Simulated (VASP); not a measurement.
# Al (Fm-3m) in VASP: a series of runs, part 2 of 2

VASP 6.6.1.

### 4 Electric field gradients, PBE (volume scaled by 0.96)

The input, INCAR:

```
SYSTEM = Al
  PREC = Accurate
  ENCUT = 520
  EDIFF = 1E-8
  ISMEAR = -1
  SIGMA = 0.05
  LREAL = .False.
  LASPH = .True.
  NELM = 100
  ALGO = Normal
  ISIF = 2
  LWAVE = .False.
  LCHARG = .False.
  GGA = PE
  LEFG = .True.
  NBANDS = 8
```

The input, KPOINTS:

```
regular mesh
0
Gamma
  14 14 14
  0 0 0
```

The input, POSCAR:

```
Al
1.0
    0.0000000000      1.9966255657      1.9966255657
    1.9966255657      0.0000000000      1.9966255657
    1.9966255657      1.9966255657      0.0000000000
Al
1
Direct
    0.0000000000      0.0000000000      0.0000000000
```

Potentials or basis: VASP PAW PBE potentials, release 64 (Al).

Launch:

```bash
> cat potpaw_PBE.64/Al/POTCAR > POTCAR
> mpirun -np 1 vasp_std > vasp.out
```

OUTCAR:

```text
SYSTEM = Al
   PREC = Accurate
   ENCUT = 520
   EDIFF = 1E-8
   ISMEAR = -1
   LREAL = .False.
   LASPH = .True.
   NELM = 100
   ISIF = 2
   GGA = PE

 ion  position               nearest neighbor table
   1  0.000  0.000  0.000-

  LATTYP: Found a face centered cubic cell.
 ALAT       =     3.9932511314

  Lattice vectors:

 A1 = (   0.0000000000,   1.9966255657,   1.9966255657)
 A2 = (   1.9966255657,   0.0000000000,   1.9966255657)
 A3 = (   1.9966255657,   1.9966255657,   0.0000000000)

Analysis of symmetry for initial positions (statically):
=====================================================================
 Subroutine PRICEL returns:
 Original cell was already a primitive cell.

 Routine SETGRP: Setting up the symmetry group for a
 face centered cubic supercell.

[... 445 lines left out ...]
  external PRESSURE =      27.1384689 kB  Pullay stress =       0.0000000 kB

 VOLUME and BASIS-vectors are now :
 -----------------------------------------------------------------------------
  energy-cutoff  :      520.00
  volume of cell :       15.92
      direct lattice vectors                 reciprocal lattice vectors
     0.000000000  1.996625566  1.996625566    -0.250422517  0.250422517  0.250422517
     1.996625566  0.000000000  1.996625566     0.250422517 -0.250422517  0.250422517
     1.996625566  1.996625566  0.000000000     0.250422517  0.250422517 -0.250422517

 POSITION                                       TOTAL-FORCE (eV/Angst)
 -----------------------------------------------------------------------------------
      0.00000      0.00000      0.00000         0.000000     -0.000000      0.000000
 -----------------------------------------------------------------------------------
    total drift:                               -0.000000      0.000000      0.000000

  FREE ENERGIE OF THE ION-ELECTRON SYSTEM (eV)
  ---------------------------------------------------
  free  energy   TOTEN  =        -3.7359063470 eV

  energy  without entropy=       -3.7320116799  energy(sigma->0) =       -3.73395901

 Electric field gradients (V/A^2)
---------------------------------------------------------------------
 ion       V_xx      V_yy      V_zz      V_xy      V_xz      V_yz
---------------------------------------------------------------------
   1      -0.000    -0.000    -0.000     0.000     0.000     0.000
---------------------------------------------------------------------

 Electric field gradients after diagonalization (V/A^2)
 (convention: |V_zz| > |V_xx| > |V_yy|)
----------------------------------------------------------------------
 ion       V_xx      V_yy      V_zz     asymmetry (V_yy - V_xx)/ V_zz
----------------------------------------------------------------------
   1      -0.000    -0.000     0.000       0.000
----------------------------------------------------------------------

           NMR quadrupolar parameters

 Cq : quadrupolar parameter    Cq=e*Q*V_zz/h
 eta: asymmetry parameters     (V_yy - V_xx)/ V_zz
 Q  : nuclear electric quadrupole moment in mb (millibarn)
----------------------------------------------------------------------
 ion       Cq(MHz)       eta       Q (mb)
----------------------------------------------------------------------
   1       0.000       0.000       1.000
----------------------------------------------------------------------
```

Wall time 7.7 s (1 thread of Intel Xeon Platinum 8488C (Sapphire Rapids), shared host); peak memory 0.13 GiB.

Results:

```yaml
Free_energy: -3.7359 eV
Pressure: 2.7 GPa
```

Caveat: without QUAD_EFG the Cq values of the log hold for a quadrupole moment of 1 mb, not for the nuclei.

### 5 Electric field gradients, PBE (volume scaled by 0.98)

The input, INCAR:

```
PREC     = Accurate       # precision mode
ENCUT    = 520            # plane-wave cutoff, eV
EDIFF    = 1E-8           # SCF threshold, eV
ISMEAR   = -1             # smearing method
SIGMA    = 0.05           # smearing width, eV
LREAL    = F              # projectors in reciprocal space
LASPH    = T              # aspherical terms in the spheres
NELM     = 60             # most SCF steps
ALGO     = Normal         # electronic algorithm
ISIF     = 2              # what is computed and relaxed
LWAVE    = F              # write WAVECAR
LCHARG   = F              # write CHGCAR
GGA      = PE             # functional
LEFG     = T            
NBANDS   = 8              # bands
```

The input, KPOINTS:

```
Automatic mesh
0
Gamma
  14 14 14
```

The input, POSCAR:

```
Al
1.0
    0.0000000000      2.0103958323      2.0103958323
    2.0103958323      0.0000000000      2.0103958323
    2.0103958323      2.0103958323      0.0000000000
Al
1
Direct
    0.0000000000      0.0000000000      0.0000000000
```

Potentials or basis: VASP PAW PBE potentials, release 64 (Al).

Launch:

```bash
> cat potpaw_PBE.64/Al/POTCAR > POTCAR
> mpirun -np 1 vasp_std > vasp.out
```

OUTCAR:

```text
PREC = Accurate
   ENCUT = 520
   EDIFF = 1E-8
   ISMEAR = -1
   LREAL = F
   LASPH = T
   NELM = 60
   ISIF = 2
   GGA = PE

 ion  position               nearest neighbor table
   1  0.000  0.000  0.000-

  LATTYP: Found a face centered cubic cell.
 ALAT       =     4.0207916646

  Lattice vectors:

 A1 = (   0.0000000000,   2.0103958323,   2.0103958323)
 A2 = (   2.0103958323,   0.0000000000,   2.0103958323)
 A3 = (   2.0103958323,   2.0103958323,   0.0000000000)

Analysis of symmetry for initial positions (statically):
=====================================================================
 Subroutine PRICEL returns:
 Original cell was already a primitive cell.

 Routine SETGRP: Setting up the symmetry group for a
 face centered cubic supercell.

 Subroutine GETGRP returns: Found 48 space group operations
 (whereof 48 operations were pure point group operations)
 out of a pool of 48 trial point group operations.

The static configuration has the point symmetry O_h .

Analysis of symmetry for dynamics (positions and initial velocities):
=====================================================================
 Subroutine PRICEL returns:
 Original cell was already a primitive cell.

 Routine SETGRP: Setting up the symmetry group for a
 face centered cubic supercell.

 Subroutine GETGRP returns: Found 48 space group operations
 (whereof 48 operations were pure point group operations)
 out of a pool of 48 trial point group operations.

The dynamic configuration has the point symmetry O_h .

 Subroutine INISYM returns: Found 48 space group operations
 (whereof 48 operations are pure point group operations),
 and found     1 'primitive' translations

----------------------------------------------------------------------------------------

                                     Primitive cell

  volume of cell :      16.2508

  direct lattice vectors                    reciprocal lattice vectors
     0.000000000  2.010395832  2.010395832    -0.248707241  0.248707241  0.248707241
     2.010395832  0.000000000  2.010395832     0.248707241 -0.248707241  0.248707241
     2.010395832  2.010395832  0.000000000     0.248707241  0.248707241 -0.248707241

  length of vectors
     2.843129052  2.843129052  2.843129052     0.430773577  0.430773577  0.430773577

  position of ions in fractional coordinates (direct lattice)
     0.000000000  0.000000000  0.000000000

  ion indices of the primitive-cell ions
   primitive index   ion index
                 1           1

----------------------------------------------------------------------------------------

 KPOINTS: Automatic mesh

Automatic generation of k-mesh.
 Grid dimensions read from file:
 generate k-points for:   14   14   14

 Generating k-lattice:

  Cartesian coordinates                     Fractional coordinates (reciprocal lattice)
    -0.017764803  0.017764803  0.017764803     0.071428571  0.000000000  0.000000000
     0.017764803 -0.017764803  0.017764803     0.000000000  0.071428571  0.000000000
[... 60 lines left out ...]
   EDIFFG = 0.1E-06   stopping-criterion for IOM
   NSW    =      0    number of steps for IOM
   IBRION =     -1    ionic relax: 0-MD 1-quasi-New 2-CG
   NFREE  =      0    steps in history (QN), initial steepest desc. (CG)
   ISIF   =      2    stress and relaxation
   ISYM   =      2    0-nonsym 1-usesym 2-fastsym
   POTIM  = 0.5000    time-step for ionic-motion
   TEBEG  =    0.0;   TEEND  =   0.0 temperature during run
   PSTRESS=    0.0 pullay stress
   NELECT =       3.0000    total number of electrons
   NUPDOWN=      -1.0000    fix difference up-down
   EMIN   =  10.00;   EMAX   =-10.00  energy-range for DOS
   EFERMI =   0.00;   METHOD = LEGACY
   ISMEAR =    -1;   SIGMA  =   0.05  broadening in eV -4-tet -1-fermi 0-gaus
   EFERMI_NEDOS =   21; number of points for ismear=-14 and -15
   IALGO  =     38    algorithm
   IMIX   =      4    mixing-type and parameters
     AMIX     =   0.40;   BMIX     =  1.00
     AMIX_MAG =   1.60;   BMIX_MAG =  1.00
  volume/ion in A,a.u.               =      16.25       109.67
  Fermi-wavevector in a.u.,A,eV,Ry     =   0.932160  1.761526 11.822399  0.868922
  Thomas-Fermi vector in A             =   2.058728
   LORBIT       =      0    0 simple, 1 ext, 2 COOP (PROOUT), +10 PAW based schemes
   GGA     = PE    functional components
   LHFCALC =     F    Hartree Fock is set to
   AEXX    =    0.0000 exact exchange contribution
   IVDW    =     0    specifies the selected vdW correction
   LEPSILON=     F    determine dielectric tensor
   LRPA    =     F    only Hartree local field effects (RPA)
 non-spin polarized calculation
  energy-cutoff  :      520.00
  volume of cell :       16.25
 maximum number of plane-waves:       452
 NGX is ok and might be reduce to    24
   NGX = 11   NGY = 11   NGZ = 11

 number of electron       3.0000000 magnetization

 Free energy of the ion-electron system (eV)
  ---------------------------------------------------
  ext. energy  EPLUGINS =         0.00000000
  ---------------------------------------------------
  free energy    TOTEN  =        -3.73966905 eV

  energy without entropy =       -3.73564004  energy(sigma->0) =       -3.73765455

 E-fermi :   8.1276     XC(G=0): -10.2522

 val. band max:        8.1084804516   @ k =  -0.3571   0.4286   0.2143
 cond. band min:       8.1696820183   @ k =   0.5000   0.2857   0.0000
 fundamental gap:      0.0612015667
 Fermi energy:         8.1275842730

 k-point     1 :       0.0000    0.0000    0.0000
  band No.  band energies     occupation
      1      -3.0806      2.00000
      2      20.8633      0.00000
      3      20.8633      0.00000
      4      20.8633      0.00000
      5      22.4704      0.00000
      6      22.4704      0.00000
      7      22.4704      0.00000
      8      24.7358      0.00000
[... 243 lines left out ...]
 k-point    24 :       0.2857    0.1429    0.0000
  band No.  band energies     occupation
      1      -1.0400      2.00000
      2      12.4785      0.00000
      3      16.6802      0.00000
      4      18.1867      0.00000
      5      18.6721      0.00000
      6      22.5886      0.00000
      7      26.5222      0.00000
      8      27.1059      0.00000

 [... further k-points ...]
[... 5 lines left out ...]
  --------------------------------------------------------------------------------------
  -------------------------------------------------------------------------------------
  Total        0.0955134      0.0955134      0.0955134      0.0000000      0.0000000     -0.0000000
  in kB        9.4167319      9.4167319      9.4167319      0.0000000      0.0000000     -0.0000000
  external PRESSURE =       9.4167319 kB  Pullay stress =       0.0000000 kB

 VOLUME and BASIS-vectors are now :
 -----------------------------------------------------------------------------
  energy-cutoff  :      520.00
  volume of cell :       16.25
      direct lattice vectors                 reciprocal lattice vectors
     0.000000000  2.010395832  2.010395832    -0.248707241  0.248707241  0.248707241
     2.010395832  0.000000000  2.010395832     0.248707241 -0.248707241  0.248707241
     2.010395832  2.010395832  0.000000000     0.248707241  0.248707241 -0.248707241

 POSITION                                       TOTAL-FORCE (eV/Angst)
 -----------------------------------------------------------------------------------
      0.00000      0.00000      0.00000        -0.000000      0.000000     -0.000000
 -----------------------------------------------------------------------------------
    total drift:                                0.000000     -0.000000     -0.000000

  FREE ENERGIE OF THE ION-ELECTRON SYSTEM (eV)
  ---------------------------------------------------
  free  energy   TOTEN  =        -3.7396690549 eV

  energy  without entropy=       -3.7356400425  energy(sigma->0) =       -3.73765455

 Electric field gradients (V/A^2)
---------------------------------------------------------------------
 ion       V_xx      V_yy      V_zz      V_xy      V_xz      V_yz
---------------------------------------------------------------------
   1      -0.000     0.000     0.000     0.000     0.000     0.000
---------------------------------------------------------------------

 Electric field gradients after diagonalization (V/A^2)
 (convention: |V_zz| > |V_xx| > |V_yy|)
----------------------------------------------------------------------
 ion       V_xx      V_yy      V_zz     asymmetry (V_yy - V_xx)/ V_zz
----------------------------------------------------------------------
   1      -0.000    -0.000     0.000       0.000
----------------------------------------------------------------------

           NMR quadrupolar parameters

 Cq : quadrupolar parameter    Cq=e*Q*V_zz/h
 eta: asymmetry parameters     (V_yy - V_xx)/ V_zz
 Q  : nuclear electric quadrupole moment in mb (millibarn)
----------------------------------------------------------------------
 ion       Cq(MHz)       eta       Q (mb)
----------------------------------------------------------------------
   1       0.000       0.000       1.000
----------------------------------------------------------------------
```

It took 7.7 s on 1 thread of Intel Xeon Platinum 8488C (Sapphire Rapids), shared host; peak memory 0.13 GiB.

Results:

- Free energy: -3.7397 eV
- Pressure: 0.9 GPa

Levels at points of the mesh, in eV from the Fermi level:
```csv
k point,band 1,band 2,band 3,band 4,band 5
"(0.00, 0.00, 0.00)",-11.21,12.74,12.74,12.74,14.34
"(0.50, 0.00, 0.00)",-4.62,-4.37,11.56,11.56,11.60
"(0.50, 0.50, 0.00)",-2.93,-1.57,5.29,5.70,5.70
```

Caveat: without QUAD_EFG the Cq values of the log hold for a quadrupole moment of 1 mb, not for the nuclei.

### 6 Electric field gradients, PBE (volume scaled by 1.02)

The input, INCAR:

```
SYSTEM = Al
  PREC = Accurate
  ENCUT = 520
  EDIFF = 1E-8
  ISMEAR = -1
  SIGMA = 0.05
  LREAL = .FALSE.
  LASPH = .TRUE.
  NELM = 60
  ALGO = Normal
  ISIF = 2
  LWAVE = .FALSE.
  LCHARG = .FALSE.
  GGA = PE
  LEFG = .TRUE.
  NBANDS = 8
```

The input, KPOINTS:

```
regular mesh
0
G
  14 14 14
  0 0 0
```

The input, POSCAR:

```
Al
1.0
    0.0000000000      2.0373842317      2.0373842317
    2.0373842317      0.0000000000      2.0373842317
    2.0373842317      2.0373842317      0.0000000000
Al
1
Direct
    0.0000000000      0.0000000000      0.0000000000
```

Potentials or basis: VASP PAW PBE potentials, release 64 (Al).

Launch:

```bash
> cat potpaw_PBE.64/Al/POTCAR > POTCAR
> mpirun -np 1 vasp_std > vasp.out
```

OUTCAR:

```text
SYSTEM = Al
   PREC = Accurate
   ENCUT = 520
   EDIFF = 1E-8
   ISMEAR = -1
   LREAL = .FALSE.
   LASPH = .TRUE.
   NELM = 60
   ISIF = 2
   GGA = PE

 ion  position               nearest neighbor table
   1  0.000  0.000  0.000-

  LATTYP: Found a face centered cubic cell.
 ALAT       =     4.0747684634

  Lattice vectors:

 A1 = (   0.0000000000,   2.0373842317,   2.0373842317)
 A2 = (   2.0373842317,   0.0000000000,   2.0373842317)
 A3 = (   2.0373842317,   2.0373842317,   0.0000000000)

[... 468 lines left out ...]
    total drift:                                0.000000     -0.000000     -0.000000

  FREE ENERGIE OF THE ION-ELECTRON SYSTEM (eV)
  ---------------------------------------------------
  free  energy   TOTEN  =        -3.7371366416 eV

  energy  without entropy=       -3.7326696191  energy(sigma->0) =       -3.73490313

 Electric field gradients (V/A^2)
---------------------------------------------------------------------
 ion       V_xx      V_yy      V_zz      V_xy      V_xz      V_yz
---------------------------------------------------------------------
   1      -0.000    -0.000    -0.000     0.000     0.000     0.000
---------------------------------------------------------------------

 Electric field gradients after diagonalization (V/A^2)
 (convention: |V_zz| > |V_xx| > |V_yy|)
----------------------------------------------------------------------
 ion       V_xx      V_yy      V_zz     asymmetry (V_yy - V_xx)/ V_zz
----------------------------------------------------------------------
   1      -0.000    -0.000     0.000       0.000
----------------------------------------------------------------------

           NMR quadrupolar parameters

 Cq : quadrupolar parameter    Cq=e*Q*V_zz/h
 eta: asymmetry parameters     (V_yy - V_xx)/ V_zz
 Q  : nuclear electric quadrupole moment in mb (millibarn)
----------------------------------------------------------------------
 ion       Cq(MHz)       eta       Q (mb)
----------------------------------------------------------------------
   1       0.000       0.000       1.000
----------------------------------------------------------------------
```

stdout:

```text
POSCAR found type information on POSCAR Al
 POSCAR found :  1 types and       1 ions
 scaLAPACK will be used
 LDA part: xc-table for (Slater+PW92), standard interpolation
 POSCAR, INCAR and KPOINTS ok, starting setup
 FFT: planning ... GRIDC
 FFT: planning ... GRID_SOFT
 FFT: planning ... GRID
 WAVECAR not read
 entering main loop
ion   1
```

Wall time 8.8 s (1 thread of Intel Xeon Platinum 8488C (Sapphire Rapids), shared host); peak memory 0.13 GiB.

Results:

- Free energy: -3.7371 eV
- Pressure: -2.1 GPa

Caveat: without QUAD_EFG the Cq values of the log hold for a quadrupole moment of 1 mb, not for the nuclei.

### 7 Summary

```tsv
cell	gap on the mesh (eV)	pressure (GPa)
a = 2.862 Å, angles 60.0°, 1 atom	none	-0.6
a = 2.824 Å, angles 60.0°, 1 atom	none	2.7
a = 2.843 Å, angles 60.0°, 1 atom	none	0.9
a = 2.881 Å, angles 60.0°, 1 atom	none	-2.1
```

Alike in all rows: task electric field gradients; level PBE; potentials or basis VASP PAW PBE potentials, release 64 (Al); no spin polarisation; k mesh 14 × 14 × 14; cutoff (eV) 520; smearing fermi-dirac 0.05 eV.

Absolute energies hang on the potentials; compare differences alone.
